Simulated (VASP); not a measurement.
Here is a VASP 6.6.1 calculation.

The input INCAR:

```
  ALGO = Normal
  EDIFF = 1E-6
  EDIFFG = -0.002
  ENCUT = 600
  GGA = CA
  IBRION = 2
  ISIF = 3
  ISMEAR = -1
  LASPH = T
  LCHARG = F
  LREAL = F
  LWAVE = F
  NELM = 60
  NSW = 100
  PREC = Accurate
  SIGMA = 0.08
```

The input KPOINTS:

```
k-points
0
Gamma
  16 16 16
```

POSCAR

```
GaN
1.0
    0.0000000000      2.2535006075      2.2535006075
    2.2535006075      0.0000000000      2.2535006075
    2.2535006075      2.2535006075      0.0000000000
Ga N
1 1
Direct
    0.0000000000      0.0000000000      0.0000000000
    0.2500000000      0.2500000000      0.2500000000
```

Potentials or basis: VASP PAW LDA potentials, release 64 (Ga_d, N).

Command:

```bash
$ cat potpaw_LDA.64/Ga_d/POTCAR potpaw_LDA.64/N/POTCAR > POTCAR
$ mpirun -np 1 vasp_std > vasp.out
```

What does it give for the relaxed volume?

11.12 Å³/atom.

Predict the relaxed cell.

a = 3.156 Å, b = 3.156 Å, c = 3.156 Å, α = 60.00°, β = 60.00°, γ = 60.00°.

What does it give for the space group after relaxing (to 0.1 Å)?

F-43m (No. 216).

The path:
| step | energy change (eV) | largest force (eV/Å) | pressure (GPa) | volume (Å³) |
| --- | --- | --- | --- | --- |
| 1 | 0.0000 | 0.0000 | -5.59 | 22.89 |
| 2 | -0.0003 | 0.0000 | 6.10 | 21.59 |
| 3 | -0.0120 | 0.0000 | 0.07 | 22.22 |
| 4 | -0.0120 | 0.0000 | -0.17 | 22.23 |
| 5 | -0.0120 | 0.0000 | -0.18 | 22.23 |
| 6 | -0.0120 | 0.0000 | 0.00 | 22.23 |
